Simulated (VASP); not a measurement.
The system is BN.

```
CELL_PARAMETERS angstrom
1.25112 0.72234 3.37293
-1.25112 0.72234 3.37293
0.00000 -1.44467 3.37293
ATOMIC_POSITIONS crystal
N 0.66724 0.66724 0.66724
B 0.00033 0.00033 0.00033
```

Program: VASP 6.6.1. Alike in all runs: task single point; potentials or basis VASP PAW PBE potentials, release 64 (N, B); no spin polarisation; cell as given; cutoff (eV) 520.

Order these runs on this cell by their band gap on the k mesh, lowest first.
A. level HF; k mesh 6 × 6 × 6; smearing fermi-dirac 0.05 eV; grid for exact exchange (PRECFOCK) Normal
B. level RPBE; k mesh 12 × 12 × 12; smearing gaussian 0.1 eV
C. level PBE; k mesh 5 × 5 × 5; smearing fermi-dirac 0.02 eV
D. level PBEsol; k mesh 12 × 12 × 12; smearing fermi-dirac 0.01 eV
E. level PBE0; k mesh 8 × 8 × 8; smearing fermi-dirac 0.05 eV; grid for exact exchange (PRECFOCK) Normal

D (4.18 eV), B (4.39 eV), C (4.74 eV), E (6.32 eV), A (13.06 eV).

Caveats: some runs use coarse meshes.

A k mesh can miss the band edges, odd and even meshes differently.
